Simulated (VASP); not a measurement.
# Ge (Fm-3m) in VASP: single point with PBEsol

Aim: the single point of Ge with PBEsol.

Everything below comes from runs of VASP 6.6.1. Logs are shortened: lines on timing, memory, paths and dates and some standing lists are left out, and cuts for length are marked.

### Step 1. The cell of the first run

Symmetry: Fm-3m, No. 225, cubic system. The conventional cell has a = 4.327 Å, b = 4.327 Å, c = 4.327 Å, α = 90.00°, β = 90.00°, γ = 90.00°. Within 4.0 Å of Ge (site symmetry m-3m) lie 12 Ge at 3.06 Å.

This isn't the form of Ge at room conditions, which is diamond.

### Step 2. Single point, PBEsol (Pb replaced by Ge, lengths x 0.893, strained)

The input, INCAR:

```
SYSTEM = Ge
PREC = Accurate
ENCUT = 500
EDIFF = 1E-6
ISMEAR = 0
SIGMA = 0.1
LREAL = .False.
LASPH = .True.
NELM = 120
ALGO = Normal
ISIF = 2
LWAVE = .False.
LCHARG = .False.
GGA = PS
NBANDS = 13
GGA_COMPAT = .False.
```

The input, KPOINTS:

```
Automatic mesh
0
Gamma
  8 8 8
  0 0 0
```

The input, POSCAR:

```
Ge
1.0
    0.0000000000      2.1633737410      2.1633737410
    2.1633737410      0.0000000000      2.1633737410
    2.1633737410      2.1633737410      0.0000000000
Ge
1
Direct
    0.0000000000      0.0000000000      0.0000000000
```

Potentials or basis: VASP PAW PBE potentials, release 64 (Ge_d).

Command:

```bash
cat potpaw_PBE.64/Ge_d/POTCAR > POTCAR
mpirun -np 1 vasp_std > vasp.out
```

OUTCAR:

```text
SYSTEM = Ge
   PREC = Accurate
   ENCUT = 500
   EDIFF = 1E-6
   ISMEAR = 0
   LREAL = .False.
   LASPH = .True.
   NELM = 120
   ISIF = 2
   GGA = PS

 ion  position               nearest neighbor table
   1  0.000  0.000  0.000-

  LATTYP: Found a face centered cubic cell.
 ALAT       =     4.3267474820

  Lattice vectors:

 A1 = (   0.0000000000,   2.1633737410,   2.1633737410)
 A2 = (   2.1633737410,   0.0000000000,   2.1633737410)
 A3 = (   2.1633737410,   2.1633737410,   0.0000000000)

Analysis of symmetry for initial positions (statically):
=====================================================================
 Subroutine PRICEL returns:
 Original cell was already a primitive cell.

 Routine SETGRP: Setting up the symmetry group for a
 face centered cubic supercell.

 Subroutine GETGRP returns: Found 48 space group operations
 (whereof 48 operations were pure point group operations)
 out of a pool of 48 trial point group operations.

The static configuration has the point symmetry O_h .

Analysis of symmetry for dynamics (positions and initial velocities):
=====================================================================
 Subroutine PRICEL returns:
 Original cell was already a primitive cell.

 Routine SETGRP: Setting up the symmetry group for a
 face centered cubic supercell.

 Subroutine GETGRP returns: Found 48 space group operations
 (whereof 48 operations were pure point group operations)
 out of a pool of 48 trial point group operations.

The dynamic configuration has the point symmetry O_h .

 Subroutine INISYM returns: Found 48 space group operations
 (whereof 48 operations are pure point group operations),
 and found     1 'primitive' translations

----------------------------------------------------------------------------------------

                                     Primitive cell

  volume of cell :      20.2500

  direct lattice vectors                    reciprocal lattice vectors
     0.000000000  2.163373741  2.163373741    -0.231120490  0.231120490  0.231120490
     2.163373741  0.000000000  2.163373741     0.231120490 -0.231120490  0.231120490
     2.163373741  2.163373741  0.000000000     0.231120490  0.231120490 -0.231120490

  length of vectors
     3.059472485  3.059472485  3.059472485     0.400312432  0.400312432  0.400312432

  position of ions in fractional coordinates (direct lattice)
     0.000000000  0.000000000  0.000000000

  ion indices of the primitive-cell ions
   primitive index   ion index
                 1           1

----------------------------------------------------------------------------------------

 KPOINTS: Automatic mesh

Automatic generation of k-mesh.
 Grid dimensions read from file:
 generate k-points for:    8    8    8

 Generating k-lattice:

  Cartesian coordinates                     Fractional coordinates (reciprocal lattice)
    -0.028890061  0.028890061  0.028890061     0.125000000  0.000000000  0.000000000
     0.028890061 -0.028890061  0.028890061     0.000000000  0.125000000  0.000000000
     0.028890061  0.028890061 -0.028890061     0.000000000  0.000000000  0.125000000

  Length of vectors
     0.050039054  0.050039054  0.050039054

  Shift w.r.t. Gamma in fractional coordinates (k-lattice)
     0.000000000  0.000000000  0.000000000

 Subroutine IBZKPT returns following result:
 ===========================================

 Found     29 irreducible k-points:

 Following reciprocal coordinates:
            Coordinates               Weight
  0.000000  0.000000  0.000000      1.000000
  0.125000  0.000000  0.000000      8.000000
  0.250000  0.000000  0.000000      8.000000
  0.375000  0.000000  0.000000      8.000000
  0.500000  0.000000  0.000000      4.000000
  0.125000  0.125000  0.000000      6.000000
[... 16 lines left out ...]
  0.500000  0.250000  0.125000     48.000000
 -0.375000  0.250000  0.125000     24.000000
 [... further k-points ...]
   k-points           NKPTS =     29   k-points in BZ     NKDIM =     29   number of bands    NBANDS=     13
   number of dos      NEDOS =    301   number of ions     NIONS =      1
   total plane-waves  NPLWV =  13824
   dimension x,y,z NGX =    24 NGY =   24 NGZ =   24
   dimension x,y,z NGXF=    48 NGYF=   48 NGZF=   48
   ions per type =               1
   NGX,Y,Z   is equivalent  to a cutoff of  13.04, 13.04, 13.04 a.u.
   NGXF,Y,Z  is equivalent  to a cutoff of  26.08, 26.08, 26.08 a.u.
 SYSTEM =  Ge
   PREC   = accura    normal or accurate (medium, high low for compatibility)
   ISTART =      0    job   : 0-new  1-cont  2-samecut
   ICHARG =      2    charge: 1-file 2-atom 10-const
   ISPIN  =      1    spin polarized calculation?
   LNONCOLLINEAR =      F non collinear calculations
   LSORBIT =      F    spin-orbit coupling
   LASPH  =      T    aspherical Exc in radial PAW
   ENCUT  =  500.0 eV  36.75 Ry    6.06 a.u.   5.58  5.58  5.58*2*pi/ulx,y,z
   NELM   =    120;   NELMIN=  2; NELMDL= -5     # of ELM steps
   EDIFF  = 0.1E-05   stopping-criterion for ELM
   LREAL  =      F    real-space projection
   EDIFFG = 0.1E-04   stopping-criterion for IOM
   NSW    =      0    number of steps for IOM
   IBRION =     -1    ionic relax: 0-MD 1-quasi-New 2-CG
   NFREE  =      0    steps in history (QN), initial steepest desc. (CG)
   ISIF   =      2    stress and relaxation
   ISYM   =      2    0-nonsym 1-usesym 2-fastsym
   POTIM  = 0.5000    time-step for ionic-motion
   TEBEG  =    0.0;   TEEND  =   0.0 temperature during run
   PSTRESS=    0.0 pullay stress
   NELECT =      14.0000    total number of electrons
   NUPDOWN=      -1.0000    fix difference up-down
   EMIN   =  10.00;   EMAX   =-10.00  energy-range for DOS
   EFERMI =   0.00;   METHOD = LEGACY
   ISMEAR =     0;   SIGMA  =   0.10  broadening in eV -4-tet -1-fermi 0-gaus
   EFERMI_NEDOS =   21; number of points for ismear=-14 and -15
   IALGO  =     38    algorithm
   IMIX   =      4    mixing-type and parameters
     AMIX     =   0.40;   BMIX     =  1.00
     AMIX_MAG =   1.60;   BMIX_MAG =  1.00
  volume/ion in A,a.u.               =      20.25       136.65
  Fermi-wavevector in a.u.,A,eV,Ry     =   1.447580  2.735530 28.510850  2.095488
  Thomas-Fermi vector in A             =   2.565519
   LORBIT       =      0    0 simple, 1 ext, 2 COOP (PROOUT), +10 PAW based schemes
   GGA     = PS    functional components
   LHFCALC =     F    Hartree Fock is set to
   AEXX    =    0.0000 exact exchange contribution
   IVDW    =     0    specifies the selected vdW correction
   LEPSILON=     F    determine dielectric tensor
   LRPA    =     F    only Hartree local field effects (RPA)
 non-spin polarized calculation
 Gauss-broadening in eV      SIGMA  =   0.10
  energy-cutoff  :      500.00
  volume of cell :       20.25
 maximum number of plane-waves:       531
 NGX is ok and might be reduce to    24
   NGX = 11   NGY = 11   NGZ = 11

 number of electron      14.0000005 magnetization

 Free energy of the ion-electron system (eV)
  ---------------------------------------------------
  ext. energy  EPLUGINS =         0.00000000
  ---------------------------------------------------
  free energy    TOTEN  =        -4.63990819 eV

  energy without entropy =       -4.63506364  energy(sigma->0) =       -4.63748592

 E-fermi :   6.0032     XC(G=0): -11.0860

 val. band max:        5.9749405560   @ k =  -0.3750   0.2500   0.0000
 cond. band min:       6.0364877943   @ k =  -0.2500   0.2500   0.0000
 fundamental gap:      0.0615472383
 Fermi energy:         6.0032309373

 k-point     1 :       0.0000    0.0000    0.0000
  band No.  band energies     occupation
      1     -18.7040      2.00000
      2     -18.7040      2.00000
      3     -18.7040      2.00000
      4     -18.6639      2.00000
      5     -18.6639      2.00000
      6      -6.6867      2.00000
      7      14.2363      0.00000
      8      14.2363      0.00000
      9      14.2363      0.00000
     10      19.5433      0.00000
     11      19.5433      0.00000
     12      19.5433      0.00000
     13      20.6931      0.00000

 k-point     2 :       0.1250    0.0000    0.0000
  band No.  band energies     occupation
      1     -18.7036      2.00000
      2     -18.6981      2.00000
      3     -18.6981      2.00000
      4     -18.6636      2.00000
      5     -18.6636      2.00000
      6      -6.3187      2.00000
      7      11.3855      0.00000
      8      13.7763      0.00000
      9      13.7763      0.00000
     10      18.2833      0.00000
     11      20.3519      0.00000
     12      20.3519      0.00000
     13      22.7122      0.00000

 k-point     3 :       0.2500    0.0000    0.0000
  band No.  band energies     occupation
      1     -18.7033      2.00000
      2     -18.6935      2.00000
      3     -18.6935      2.00000
      4     -18.6532      2.00000
      5     -18.6531      2.00000
      6      -5.2210      2.00000
      7       7.0189      0.00000
      8      13.0202      0.00000
      9      13.0202      0.00000
     10      17.5654      0.00000
     11      20.0979      0.00000
     12      20.0979      0.00000
     13      21.8657      0.00000
[... 305 lines left out ...]
 k-point    23 :       0.5000    0.2500    0.1250
  band No.  band energies     occupation
      1     -18.7052      2.00000
      2     -18.6951      2.00000
      3     -18.6717      2.00000
      4     -18.6486      2.00000
      5     -18.6311      2.00000
      6      -2.5074      2.00000
      7       4.0015      2.00000
      8       7.6298      0.00000
      9      10.1606      0.00000
     10      16.6807      0.00000
     11      19.0884      0.00000
     12      21.2115      0.00000
     13      24.7793      0.00000

 k-point    24 :      -0.3750    0.2500    0.1250
  band No.  band energies     occupation
      1     -18.7034      2.00000
      2     -18.6947      2.00000
      3     -18.6674      2.00000
      4     -18.6499      2.00000
      5     -18.6268      2.00000
      6      -0.9604      2.00000
      7       1.7859      2.00000
      8       7.6222      0.00000
      9       9.4879      0.00000
     10      16.6008      0.00000
     11      18.7856      0.00000
     12      23.7806      0.00000
     13      24.8299      0.00000

 [... further k-points ...]

------------------------ aborting loop because EDIFF is reached ----------------------------------------

  FORCE on cell =-STRESS in cart. coord.  units (eV):
  Direction    XX          YY          ZZ          XY          YZ          ZX
  --------------------------------------------------------------------------------------
  -------------------------------------------------------------------------------------
  Total       -0.6796559     -0.6796559     -0.6796559      0.0000000     -0.0000000      0.0000000
  in kB      -53.7743290    -53.7743290    -53.7743290      0.0000000     -0.0000000      0.0000000
  external PRESSURE =     -53.7743290 kB  Pullay stress =       0.0000000 kB

 VOLUME and BASIS-vectors are now :
 -----------------------------------------------------------------------------
  energy-cutoff  :      500.00
  volume of cell :       20.25
      direct lattice vectors                 reciprocal lattice vectors
     0.000000000  2.163373741  2.163373741    -0.231120490  0.231120490  0.231120490
     2.163373741  0.000000000  2.163373741     0.231120490 -0.231120490  0.231120490
     2.163373741  2.163373741  0.000000000     0.231120490  0.231120490 -0.231120490

 POSITION                                       TOTAL-FORCE (eV/Angst)
 -----------------------------------------------------------------------------------
      0.00000      0.00000      0.00000         0.000000      0.000000      0.000000
 -----------------------------------------------------------------------------------
    total drift:                               -0.000000      0.000000     -0.000000

  FREE ENERGIE OF THE ION-ELECTRON SYSTEM (eV)
  ---------------------------------------------------
  free  energy   TOTEN  =        -4.6399081925 eV

  energy  without entropy=       -4.6350636426  energy(sigma->0) =       -4.63748592
```

Run time: 10 s. Hardware: 1 thread of Intel Xeon 8259CL, shared host; peak memory 0.14 GiB.

Results:

```yaml
Free_energy: -4.6399 eV
Pressure: -5.4 GPa
Band_gap_on_the_k_mesh: zero (bands 7 and 8 overlap by 10.21 eV)
```

Caveat: the cell differs from its parent crystal (Pb replaced by Ge, lengths x 0.893, strained); the cell stands under tension; the PAW data sets were made with another functional, which shifts forces and pressure a little.

The gap in the log of VASP goes by the Fermi energy; the results here count the filled bands.